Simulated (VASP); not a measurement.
Input of a VASP 6.6.1 run:

INCAR

```
SYSTEM = FeSi
PREC = Accurate
ENCUT = 600
EDIFF = 1E-6
ISMEAR = 0
SIGMA = 0.1
LREAL = .False.
LASPH = .True.
NELM = 150
ALGO = Normal
ISIF = 3
LWAVE = .False.
LCHARG = .False.
ISPIN = 2
MAGMOM = 0.88 0
LORBIT = 11
LMAXMIX = 4
GGA = PE
IBRION = 2
NSW = 100
EDIFFG = -0.01
KPAR = 4
```

Contents of KPOINTS:

```
Automatic mesh
0
Gamma
  24 24 16
  0 0 0
```

File POSCAR:

```
FeSi
1.0
    2.7258542754      0.0000000000      0.0000000000
   -1.3629271377      2.3606590495      0.0000000000
    0.0000000000      0.0000000000      3.5256931130
Fe Si
1 1
Direct
    0.6666666667      0.3333333333      0.5000000000
    0.0000000000      0.0000000000      0.0000000000
```

Potentials or basis: VASP PAW PBE potentials, release 64 (Fe, Si).

Command:

```console
$ cat potpaw_PBE.64/Fe/POTCAR potpaw_PBE.64/Si/POTCAR > POTCAR
$ mpirun -np 4 vasp_std > vasp.out
```

Q: Predict the relaxed volume.

A: 11.25 Å³/atom.

Q: What does it give for the relaxed cell?

A: a = 2.722 Å, b = 2.722 Å, c = 3.509 Å, α = 90.00°, β = 90.00°, γ = 120.00°.

The path:
```tsv
step	energy change (eV)	largest force (eV/Å)	pressure (GPa)	volume (Å³)
1	0.0000	0.0000	-1.84	22.69
2	0.0007	0.0000	2.54	22.26
3	-0.0012	0.0000	0.06	22.50
4	-0.0012	0.0000	0.03	22.50
5	-0.0013	0.0000	-0.02	22.51
```

Caveat: the moments typed at the start vanished in this run.
